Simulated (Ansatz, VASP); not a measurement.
**One calculation of SrCl2, two programs**

The input INCAR:

```
SYSTEM = SrCl2
PREC = Accurate
ENCUT = 520
EDIFF = 1E-7
ISMEAR = 0
SIGMA = 0.01
LREAL = .False.
LASPH = .True.
NELM = 100
ALGO = Normal
ISIF = 2
LWAVE = .False.
LCHARG = .False.
GGA = PE
NBANDS = 19
```

KPOINTS

```
Automatic mesh
0
Gamma
  6 6 6
  0 0 0
```

File POSCAR:

```
SrCl2
1.0
    0.0000000000      3.5540598055      3.5540598055
    3.5540598055      0.0000000000      3.5540598055
    3.5540598055      3.5540598055      0.0000000000
Sr Cl
1 2
Direct
    0.0000000000      0.0000000000      0.0000000000
    0.2500000000      0.2500000000      0.2500000000
    0.7500000000      0.7500000000      0.7500000000
```

Input for Ansatz:

```yaml
crystal:
  lattice:
    - [0.0, 3.5540598055, 3.5540598055]
    - [3.5540598055, 0.0, 3.5540598055]
    - [3.5540598055, 3.5540598055, 0.0]
  atoms:
    - { symbol: Sr, position: [0.0, 0.0, 0.0] }
    - { symbol: Cl, position: [0.25, 0.25, 0.25] }
    - { symbol: Cl, position: [0.75, 0.75, 0.75] }
kpoints:
  mp_grid: { grid: [6, 6, 6] }
hamiltonian:
  xc: pbe
scf:
  occupations: { method: fixed }
  n_extra_bands: 4
output:
  forces: true
  stress: true
  eigenvalues: true
```

Alike in both runs: task single point; functional PBE; k mesh 6 × 6 × 6; no spin polarisation.

|  | VASP | Ansatz |
| --- | --- | --- |
| version | VASP 6.6.1 | Ansatz 0.2.0 |
| potentials or method | VASP PAW PBE potentials, release 64 (Sr_sv, Cl) | plane waves, PAW |
| plane-wave cutoff (eV) | 520 | 420 |
| occupations | gaussian, width 0.01 eV | fixed |
| valence electrons in the cell | 24 | 24 |

|  | VASP | Ansatz | Ansatz less VASP |
| --- | --- | --- | --- |
| gap on the k mesh at the Fermi level (eV) | 5.12 | 5.13 | +0.004 |
| pressure (GPa) | -0.8 | -0.9 | -0.06 |
